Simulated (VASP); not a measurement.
Cu, 1 atom in the cell. Symmetry: Fm-3m, No. 225, cubic system. Conventional cell: a = 3.639 Å, b = 3.639 Å, c = 3.639 Å, α = 90.00°, β = 90.00°, γ = 90.00°. Within 3.4 Å of Cu (site symmetry m-3m) lie 12 Cu at 2.57 Å. 

| Item | Value |
| --- | --- |
| Program | VASP 6.6.1 |
| Task | single point |
| Functional | r2SCAN |
| Dispersion | rVV10 |
| Potentials or basis | VASP PAW PBE potentials, release 64 (Cu) |
| Cutoff | 520 eV |
| k mesh | 13 × 13 × 13 |
| Occupations | fermi-dirac, width 0.05 eV |
| Spin | no spin polarisation |
| Dipole correction | no |
| Further INCAR settings | ALGO = Normal; EDIFF = 1e-07; NBANDS = 12 |

Potentials or basis: VASP PAW PBE potentials, release 64 (Cu).

Launch:

```sh
$ cat potpaw_PBE.64/Cu/POTCAR > POTCAR
$ cp INCAR.step1 INCAR
$ mpirun -np 1 vasp_std > vasp.out
$ cp INCAR.step2 INCAR
$ mpirun -np 1 vasp_std > vasp.out
```

Hardware: 1 thread of AMD EPYC 7R13, on a shared host.

**Question.** How long does it take, and how much memory?

**Answer.** Wall time 98 s on 1 thread of AMD EPYC 7R13 (shared host), peak memory 0.15 GiB. Counts: k points 84.
